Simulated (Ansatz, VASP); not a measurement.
Two plane-wave programs on AlN

```xyz
4
Lattice="3.1375 0.0000 0.0000 -1.5687 2.7171 0.0000 0.0000 0.0000 5.0279" Properties=species:S:1:pos:R:3 pbc="T T T"
Al    0.0000    1.8114   -0.0040
Al    1.5687    0.9057    2.5099
N     0.0000    1.8114    1.9146
N     1.5687    0.9057    4.4285
```

Alike in both runs: task single point; functional r2SCAN; k mesh 9 × 9 × 4; no spin polarisation.

|  | VASP | Ansatz |
| --- | --- | --- |
| version | VASP 6.6.1 | Ansatz 0.2.0 |
| potentials or method | VASP PAW PBE potentials, release 64 (Al, N) | plane waves, PAW |
| plane-wave cutoff (eV) | 520 | 500 |
| occupations | gaussian, width 0.01 eV | fixed |
| valence electrons in the cell | 16 | 16 |

```csv
,VASP,Ansatz,Ansatz less VASP
gap on the k mesh at the Fermi level (eV),4.65,4.61,-0.038
pressure (GPa),-6.3,-5.9,+0.40
"traceless stress, the component that is largest in VASP (GPa)",0.29,0.27,-0.018
rms of the force components (eV/Å),0.005,0.006,+0.0010
```

VASP's potentials were made for PBE, not for r2SCAN. Atom by atom the forces differ by 0.001 eV/Å (rms over components).
